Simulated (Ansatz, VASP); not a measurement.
## One calculation of KI, two programs

```
K I
1.0
     4.29109    0.00000    0.00000
     0.00000    4.29109    0.00000
     0.00000    0.00000    4.29109
K I
1 1
Direct
  0.00000 0.00000 0.00000
  0.50000 0.50000 0.50000
```

Alike in both runs: task single point; functional r2SCAN; k mesh 4 × 4 × 4; no spin polarisation.

|  | VASP | Ansatz |
| --- | --- | --- |
| version | VASP 6.6.1 | Ansatz 0.2.0 |
| potentials or method | VASP PAW PBE potentials, release 64 (K_sv, I) | plane waves, PAW |
| plane-wave cutoff (eV) | 520 | 500 |
| occupations | gaussian, width 0.01 eV | fixed |
| valence electrons in the cell | 16 | 26 |

|  | VASP | Ansatz | Ansatz less VASP |
| --- | --- | --- | --- |
| gap on the k mesh at the Fermi level (eV) | 4.04 | 4.04 | +0.002 |
| pressure (GPa) | 0.1 | 0.1 | +0.01 |

VASP's potentials were made for PBE, not for r2SCAN. VASP's potentials hold 16 valence electrons a cell and Ansatz's 26, so a difference there can come from the potentials and not from the codes.

Spin-orbit coupling is off throughout.
